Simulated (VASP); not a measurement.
Wanted: the native input for a VASP 6.6.1 run.

```
Task                               : single point
Functional                         : PBE0
Potentials or basis                : VASP PAW PBE potentials, release 64 (N, B)
Cutoff                             : 520 eV
k mesh                             : 7 × 7 × 7
Occupations                        : fermi-dirac, width 0.05 eV
Spin                               : no spin polarisation
Dipole correction                  : no
Grid for exact exchange (PRECFOCK) : Normal
Further INCAR settings             : ALGO = Normal; EDIFF = 1e-06; NBANDS = 11
Share of exact exchange            : 0.25
```

Crystal: BN.

```
N B
1.0
     0.00000    3.49532    2.16609
     1.25163    0.00000    2.16609
     1.25163    3.49532    0.00000
N B
1 1
Direct
  0.66665 0.66665 0.33335
  0.00005 0.00005 0.99995
```

One way to write it, as run:

POSCAR

```
BN
1.0
    0.0000000000      3.4953158300      2.1660912400
    1.2516321000      0.0000000000      2.1660912400
    1.2516321000      3.4953158300      0.0000000000
N B
1 1
Direct
    0.6666513400      0.6666513400      0.3333486600
    0.0000486500      0.0000486500      0.9999513500
```

INCAR.step1

```
  ALGO = Normal
  EDIFF = 1E-5
  ENCUT = 520
  GGA = PE
  ISIF = 2
  ISMEAR = -1
  LASPH = True
  LREAL = False
  LWAVE = True
  NBANDS = 11
  NELM = 100
  PREC = Accurate
  SIGMA = 0.05
```

INCAR.step2

```
  AEXX = 0.25
  ALGO = Normal
  EDIFF = 1E-6
  ENCUT = 520
  GGA = PE
  ISIF = 2
  ISMEAR = -1
  ISTART = 1
  LASPH = True
  LCHARG = True
  LELF = True
  LHFCALC = True
  LREAL = False
  LVHAR = True
  LWAVE = False
  NBANDS = 11
  NELM = 100
  PREC = Accurate
  PRECFOCK = Normal
  SIGMA = 0.05
```

KPOINTS

```
k-points
0
Gamma
  7 7 7
```

Potentials or basis: VASP PAW PBE potentials, release 64 (N, B).

Run with:

```sh
$ cat potpaw_PBE.64/N/POTCAR potpaw_PBE.64/B/POTCAR > POTCAR
$ cp INCAR.step1 INCAR
$ mpirun -np 1 vasp_std > vasp.out
$ cp INCAR.step2 INCAR
$ mpirun -np 1 vasp_std > vasp.out
```

It gave:

| Quantity | Value |
| --- | --- |
| Pressure | -1.4 GPa |
| Largest force | 0.010 eV/Å |
| Band gap on the k mesh | 6.20 eV (least direct gap 7.23 eV) |

Caveat: the k points lie up to 0.43 Å⁻¹ apart; the PAW data sets were made with another functional, which shifts forces and pressure a little; an odd mesh through Γ misses points on the zone boundary, where band edges can lie.

It took 44 min on 1 thread of AMD EPYC 7R43 64-Core Processor (Zen 3) (shared host), peak memory 0.13 GiB.
